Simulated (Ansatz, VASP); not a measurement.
NiO2 in VASP and in Ansatz

The input INCAR:

```
PREC = Accurate
ENCUT = 520
EDIFF = 1E-6
ISMEAR = 0
SIGMA = 0.05
LREAL = False
LASPH = True
NELM = 60
ALGO = Normal
ISIF = 2
LWAVE = False
LCHARG = False
NBANDS = 18
```

The input KPOINTS:

```
Automatic mesh
0
Gamma
  12 12 6
```

Contents of POSCAR:

```
NiO2
1.0
    2.8475295614      0.0000000000      0.0000000000
   -1.4237647807      2.4660329382      0.0000000000
    0.0000000000      0.0000000000      3.9594898551
Ni O
1 2
Direct
    0.0000000000      0.0000000000      0.5000000000
    0.6666666667      0.3333333333      0.7067356968
    0.3333333333      0.6666666667      0.2932643032
```

Input for Ansatz:

```yaml
crystal:
  lattice:
    - [2.8475295614, 0.0, 0.0]
    - [-1.4237647807, 2.4660329382, 0.0]
    - [0.0, 0.0, 3.9594898551]
  atoms:
    - { symbol: Ni, position: [0.0, 0.0, 0.5] }
    - { symbol: O, position: [0.6666666667, 0.3333333333, 0.7067356968] }
    - { symbol: O, position: [0.3333333333, 0.6666666667, 0.2932643032] }
basis:
  ecutwfc: 520.0
kpoints:
  mp_grid: { grid: [12, 12, 6] }
hamiltonian:
  xc: lda
  pseudopotentials: { kind: paw }
scf:
  occupations: { method: gaussian, width: 0.05 }
output:
  forces: true
  stress: true
  eigenvalues: true
```

Alike in both runs: task single point; functional LDA; k mesh 12 × 12 × 6; occupations gaussian, width 0.05 eV; no spin polarisation.

|  | VASP | Ansatz |
| --- | --- | --- |
| version | VASP 6.6.1 | Ansatz 0.2.0 |
| potentials or method | VASP PAW LDA potentials, release 64 (Ni, O), cutoff 520 eV | scalar-relativistic, plane waves, PAW |
| valence electrons in the cell | 22 | 30 |

|  | VASP | Ansatz | Ansatz less VASP |
| --- | --- | --- | --- |
| gap on the k mesh at the Fermi level (eV) | 0.50 | 0.53 | +0.032 |
| least direct gap on the mesh (eV) | 0.96 | 1.01 | +0.055 |
| pressure (GPa) | 2.5 | 1.4 | -1.09 |
| traceless stress, the component that is largest in VASP (GPa) | 8.94 | 9.89 | +0.947 |
| rms of the force components (eV/Å) | 0.582 | 0.551 | -0.0310 |

LDA's correlation is that of Perdew and Zunger in VASP and of Perdew and Wang (1992) in Ansatz. Atom by atom the forces differ by 0.031 eV/Å (rms over components). VASP's potentials hold 22 valence electrons a cell and Ansatz's 30, so a difference there can come from the potentials and not from the codes.
